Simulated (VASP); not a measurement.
Wanted: the native input for a VASP 6.6.1 run.

* Task: single point
* Functional: PBE
* Potentials or basis: VASP PAW PBE potentials, release 64 (Ga_d, N)
* Cutoff: 520 eV
* k mesh: 10 × 10 × 3
* Occupations: gaussian, width 0.05 eV
* Spin: no spin polarisation
* Dipole correction: no
* Further INCAR settings: ALGO = Normal; EDIFF = 1e-06; NBANDS = 46

The structure of GaN lies in POSCAR:

```
GaN
1.0
   -3.1799996605      0.0000000000      0.0000000000
   -1.5899998302     -2.7539604900      0.0000000000
    0.0000000000      0.0000000000     10.3320000000
Ga N
4 4
Direct
    0.3333333333      0.3333333333      0.0000000000
    0.3333333333      0.3333333333      0.5000000000
    0.6666666667      0.6666666667      0.2500000000
    0.6666666667      0.6666666667      0.7500000000
    0.3333333333      0.3333333333      0.1875000000
    0.3333333333      0.3333333333      0.6875000000
    0.6666666667      0.6666666667      0.4375000000
    0.6666666667      0.6666666667      0.9375000000
```

The input as run:

INCAR

```
SYSTEM = GaN
  PREC = Accurate
  ENCUT = 520
  EDIFF = 1E-6
  ISMEAR = 0
  SIGMA = 0.05
  LREAL = .False.
  LASPH = .True.
  NELM = 100
  ALGO = Normal
  ISIF = 2
  LWAVE = .False.
  LCHARG = .True.
  GGA = PE
  LELF = .True.
  LVHAR = .True.
  NBANDS = 46
```

KPOINTS

```
Automatic mesh
0
Gamma
  10 10 3
  0 0 0
```

Potentials or basis: VASP PAW PBE potentials, release 64 (Ga_d, N).

Launch:

```sh
$ cat potpaw_PBE.64/Ga_d/POTCAR potpaw_PBE.64/N/POTCAR > POTCAR
$ mpirun -np 1 vasp_std > vasp.out
```

It gave:

| Property | Result |
| --- | --- |
| Pressure | 7.4 GPa |
| Largest force | 0.135 eV/Å |
| Band gap on the k mesh | 1.97 eV |

Wall time 110 s on 1 thread of AMD EPYC 7R13 Processor (Zen 3), with other jobs on the host, peak memory 0.21 GiB.
